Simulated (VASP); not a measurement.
Input of a VASP 6.6.1 run:

The input INCAR:

```
ALGO = Normal ; EDIFF = 1E-8
ENCUT = 520 ; GGA = PE
ISIF = 2 ; ISMEAR = -1
IVDW = 12 ; LASPH = True
LCHARG = False ; LEFG = True
LREAL = False ; LWAVE = False
NBANDS = 10 ; NELM = 80
PREC = Accurate ; SIGMA = 0.03
```

The input KPOINTS:

```
k-points
0
Gamma
  16 16 16
```

POSCAR

```
Na
1.0
   -2.1590301515      2.1590301515      2.1590301515
    2.1590301515     -2.1590301515      2.1590301515
    2.1590301515      2.1590301515     -2.1590301515
Na
1
Direct
    0.0000000000      0.0000000000      0.0000000000
```

Potentials or basis: VASP PAW PBE potentials, release 64 (Na_pv).

Run with:

```console
$ cat potpaw_PBE.64/Na_pv/POTCAR > POTCAR
$ mpirun -np 1 vasp_std > vasp.out
```

Task: Predict the dispersion energy per atom.

Result: -0.142 eV.

Task: Predict the band gap on the k mesh.

Result: Zero (an odd number of electrons rules out a gap without spin polarisation).

Task: Estimate the pressure.

Result: -1.1 GPa.
